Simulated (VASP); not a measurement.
# Al32ClO48 (a cell with a defect) in VASP: notebook, part 2 of 2

VASP 6.6.1.

### Step 3. Single point, PBE

INCAR reads:

```
SYSTEM = Al32ClO48
PREC = Accurate
ENCUT = 520
EDIFF = 1E-6
ISMEAR = -1
SIGMA = 0.01
LREAL = Auto
LASPH = .TRUE.
NELM = 120
ALGO = Normal
ISIF = 2
LWAVE = .FALSE.
LCHARG = .FALSE.
GGA = PE
NELECT = 392.0
NBANDS = 242
GGA_COMPAT = .FALSE.
ISYM = -1
```

KPOINTS reads:

```
explicit points
1
Reciprocal
  0.25000000   0.25000000   0.25000000 1
```

POSCAR reads:

```
Al32ClO48
1.0
    4.8078835200      2.7758328500      8.7484141900
   -4.8078835200      2.7758328500      8.7484141900
    0.0000000000     -5.5516656900      8.7484141900
Al O Cl
32 48 1
Direct
    0.3233963200      0.3304713300      0.3270593000
    0.4270211400      0.4294838000      0.4254322500
    0.0663675300      0.0734529600      0.0732005200
    0.1680254500      0.1609846200      0.1782598000
    0.3321746800      0.3128807300      0.8186281000
    0.4264730800      0.4472392700      0.9217888000
    0.0734143400      0.0732121900      0.5755998800
    0.1735098200      0.1816773500      0.6744238800
    0.3195149900      0.8191633100      0.3346372600
    0.4299061800      0.9251283800      0.4320593400
    0.0715005300      0.5817856200      0.0765301900
    0.1786576400      0.6889474800      0.1733621300
    0.3273667000      0.8343761800      0.8243329900
    0.4234719900      0.9537443500      0.9355878500
    0.0730773600      0.5761894000      0.5752786700
    0.1782502900      0.6707636600      0.6830136200
    0.8235315700      0.3306461800      0.3183117900
    0.9242747000      0.4275297100      0.4250191200
    0.5779507000      0.0606370600      0.0544464500
    0.6709960900      0.1749023800      0.1778947600
    0.8215370300      0.3263309000      0.8240147700
    0.9234154200      0.4278928900      0.9264795800
    0.5707889200      0.0738037100      0.5617930200
    0.6788660200      0.1760428900      0.6638474900
    0.8223644700      0.8255720600      0.3210632200
    0.9261527900      0.9255267300      0.4267308900
    0.5705394900      0.5830079900      0.0701167800
    0.6761066200      0.6771688200      0.1767636300
    0.8285093000      0.8252153400      0.8196945300
    0.9285855000      0.9296376800      0.9224640000
    0.5750727700      0.5720683500      0.5746811200
    0.6772952300      0.6794795000      0.6723396400
    0.2141633300      0.0165100700      0.3866372800
    0.4869775000      0.1071731300      0.3267355800
    0.0160310800      0.3838407300      0.2209695000
    0.4097580600      0.1202201300     -0.0123071300
    0.1221199100      0.2836336800      0.4719296600
    0.2767013400      0.5120280300      0.1143730000
    0.2217068600      0.0380120000      0.8724062000
    0.4828482300      0.1323766000      0.7378276000
    0.0250708400      0.3788830100      0.7226566200
    0.3656972000      0.2367987400      0.5288245200
    0.1220412600      0.2779419700      0.9725057900
    0.2787319500      0.4733950200      0.6273234100
    0.2202098700      0.5367055200      0.3750908900
    0.4719333900      0.6275874200      0.2783924300
    0.0199534700      0.8780868200      0.2211604400
    0.3770633900      0.7357290600      0.0223059800
    0.1218599100      0.7744519600      0.4788312700
    0.2526316200      0.9519816200      0.1503879400
    0.2260536200      0.5220406500      0.8829115900
    0.4725760200      0.6340897000      0.7727154800
    0.0331505400      0.8708514400      0.7239353900
    0.3755460400      0.7181620100      0.5336303600
    0.1222444100      0.7919739900      0.9673754500
    0.2740058400      0.9752915000      0.6282430100
    0.7329458600      0.0270219500      0.3709710300
    0.9648941300      0.1294921000      0.2775741600
    0.5271865100      0.3810852200      0.2181555300
    0.8704383000      0.2241879400      0.0276668500
    0.6298957900      0.2855643900      0.4597512200
    0.7752761000      0.4784938400      0.1209688200
    0.7351315300      0.0286507200      0.8598845400
    0.9706561300      0.1294388100      0.7766460000
    0.5270497500      0.3711670100      0.7275545000
    0.8760823800      0.2231012300      0.5263889200
    0.6234007300      0.2815303000      0.9696596200
    0.7767226600      0.4711903400      0.6260831500
    0.7178333600      0.5299369300      0.3768584800
    0.9679382700      0.6273230800      0.2787945100
    0.5270639200      0.8721998400      0.2288653700
    0.8742075100      0.7252689700      0.0282160900
    0.6298362300      0.7727707800      0.4706598200
    0.7725420600      0.9748454800      0.1212395800
    0.7197312400      0.5329311200      0.8735072500
    0.9726643600      0.6232484200      0.7823825300
    0.5310767700      0.8774947900      0.7098550800
    0.8764190900      0.7206002300      0.5282422000
    0.6247207900      0.7869074400      0.9704843300
    0.7861925300      0.9697769500      0.6210901400
    0.3316941400      0.2453060000      0.1563289300
```

Potentials or basis: VASP PAW PBE potentials, release 64 (Al, O, Cl).

Run with:

```sh
$ cat potpaw_PBE.64/Al/POTCAR potpaw_PBE.64/O/POTCAR potpaw_PBE.64/Cl/POTCAR > POTCAR
$ mpirun -np 1 vasp_std > vasp.out
```

It took 6.8 min on 1 thread of Intel Xeon 6975P-C (Granite Rapids), shared host; peak memory 0.98 GiB.

Results (log left out):

```yaml
Free_energy: -581.9473 eV
Largest_force: 0.031 eV/Å
```

Forces on the atoms (eV/Å):
```
Al  -0.007  0.004  0.000
Al   0.000 -0.005  0.006
Al   0.000 -0.003  0.002
Al   0.000  0.012  0.020
Al  -0.013 -0.001 -0.003
Al   0.012 -0.017 -0.010
Al   0.000 -0.003 -0.005
Al   0.001  0.001  0.001
Al   0.002 -0.004  0.001
Al   0.005 -0.007 -0.009
Al   0.002  0.002 -0.007
Al  -0.010 -0.003  0.010
Al   0.001  0.000 -0.003
Al   0.007  0.004 -0.015
Al   0.001 -0.005  0.003
Al  -0.008  0.000  0.002
Al   0.001  0.000 -0.003
Al   0.000 -0.006  0.003
Al  -0.011 -0.006  0.015
Al   0.003  0.004  0.006
Al   0.002  0.002 -0.004
Al   0.002  0.004  0.007
Al   0.003  0.012 -0.003
Al   0.001 -0.006  0.005
Al  -0.004 -0.003 -0.003
Al   0.005  0.007  0.006
Al   0.003  0.002  0.009
Al   0.003  0.000  0.007
Al   0.000 -0.002 -0.001
Al  -0.004 -0.001 -0.008
Al  -0.001 -0.001  0.000
Al   0.006 -0.003 -0.006
O    0.017  0.007  0.005
O   -0.003  0.023 -0.020
O    0.004 -0.006  0.002
O   -0.011 -0.019  0.018
O    0.007 -0.012 -0.003
O    0.012 -0.019 -0.020
O    0.017 -0.006 -0.004
O    0.008  0.000  0.008
O   -0.011 -0.020  0.000
O   -0.006  0.019 -0.004
O    0.002  0.007 -0.009
O   -0.022 -0.002 -0.004
O    0.017  0.012  0.001
O    0.004  0.011 -0.001
O   -0.020 -0.014  0.002
O   -0.014  0.020  0.002
O    0.011 -0.017  0.000
O   -0.014  0.007  0.004
O    0.031  0.002  0.001
O    0.009  0.026  0.013
O   -0.008 -0.016  0.001
O   -0.011  0.020  0.001
O    0.012 -0.021  0.006
O   -0.020  0.001  0.000
O    0.012  0.005 -0.002
O    0.010  0.008 -0.008
O   -0.001 -0.008  0.006
O   -0.002  0.001 -0.004
O    0.005 -0.018 -0.009
O   -0.020  0.006 -0.003
O    0.019  0.005 -0.004
O    0.006  0.017  0.005
O   -0.011 -0.016  0.001
O   -0.011  0.021  0.003
O   -0.001 -0.015 -0.004
O   -0.019 -0.001  0.001
O    0.019  0.000  0.000
O    0.010  0.024  0.003
O   -0.004 -0.012  0.006
O   -0.010  0.017  0.001
O    0.012 -0.018  0.000
O   -0.020  0.000  0.003
O    0.022 -0.002 -0.003
O    0.012  0.017 -0.002
O   -0.021 -0.016  0.003
O   -0.006  0.016  0.000
O    0.011 -0.021 -0.001
O   -0.026  0.003 -0.004
Cl   0.000  0.006 -0.005
```

Levels at points of the mesh, in eV from the Fermi level:
```
           k point  band 193  band 194  band 195  band 196  band 197  band 198  band 199  band 200
(0.25, 0.25, 0.25)     -1.59     -1.22     -0.68     -0.28      4.33      5.80      5.95      6.18
```

Caveat: the cell carries a net charge on a neutralising background, which shifts energy and pressure; the cell is charged against a uniform background, so pressure and absolute levels hang on convention.
